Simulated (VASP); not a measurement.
Runs of VASP 6.6.1 on Ni2O. The structure is that of space group Fd-3m (No. 227), or close to it. The cells are those of the table. 

| task | cell | k mesh | cutoff (eV) | gap on the mesh (eV) | pressure (GPa) | relaxed volume (Å³/atom) |
| --- | --- | --- | --- | --- | --- | --- |
| relaxation of cell and atoms | relaxed from a = 4.686 Å, angles 60.0°, 6 atoms | 4 × 4 × 4 | 600 | none | -0.2 | 22.57 |
| relaxation of cell and atoms | relaxed from a = 5.795 Å, angles 60.0°, 6 atoms | 8 × 8 × 8 | 600 | none | 0.0 | (a) |
| single point | a = 5.796 Å, angles 60.0°, 6 atoms | 8 × 8 × 8 | 520 | none | 0.4 | - |
| single point | a = 5.795 Å, angles 60.0°, 6 atoms | 4 × 4 × 4 | 520 | none | 0.4 | - |

Alike in all rows: level PBE; potentials or basis VASP PAW PBE potentials, release 64 (Ni, O); no spin polarisation; smearing gaussian 0.1 eV.

Task: Estimate the missing entries.

Result: (a) 23.06.

Caveats: some runs use coarse meshes; the run has no spin polarisation, though such a crystal can be magnetic; the volume moved by over 15 % at a fixed basis, so the end points are rough (at least some runs).

A gap of «none» marks levels without a gap at the run's occupations.
